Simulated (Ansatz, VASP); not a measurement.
## SrTa2O2 in VASP and in Ansatz

```
CELL_PARAMETERS angstrom
4.01302 0.00000 0.00000
-2.00651 3.47537 0.00000
0.00000 0.00000 6.83852
ATOMIC_POSITIONS crystal
Sr 0.00000 0.00000 0.50000
Ta 0.33333 0.66667 0.00000
Ta 0.66667 0.33333 0.00000
O 0.33333 0.66667 0.50000
O 0.66667 0.33333 0.50000
```

Alike in both runs: task relaxation of cell and atoms; functional PBE; k mesh 6 × 6 × 4; occupations gaussian, width 0.1 eV; no spin polarisation.

```csv
,VASP,Ansatz
version,VASP 6.6.1,Ansatz 0.2.0
potentials or method,"VASP PAW PBE potentials, release 64 (Sr_sv, Ta_pv, O), cutoff 600 eV","scalar-relativistic, plane waves, PAW"
valence electrons in the cell,44,48
```

```tsv
	VASP	Ansatz	Ansatz less VASP
gap on the k mesh at the Fermi level, each at its own relaxed structure (eV)	none	none	-
relaxed volume (Å³/atom)	17.30	17.50	+0.202
relaxed length of the cell vector where the two differ most in proportion (Å)	5.015	5.048	+0.0333
```

A gap of «none» marks a metal or a gap that the smearing closes. VASP's potentials hold 44 valence electrons a cell and Ansatz's 48, so a difference there can come from the potentials and not from the codes.

Spin-orbit coupling is off throughout.
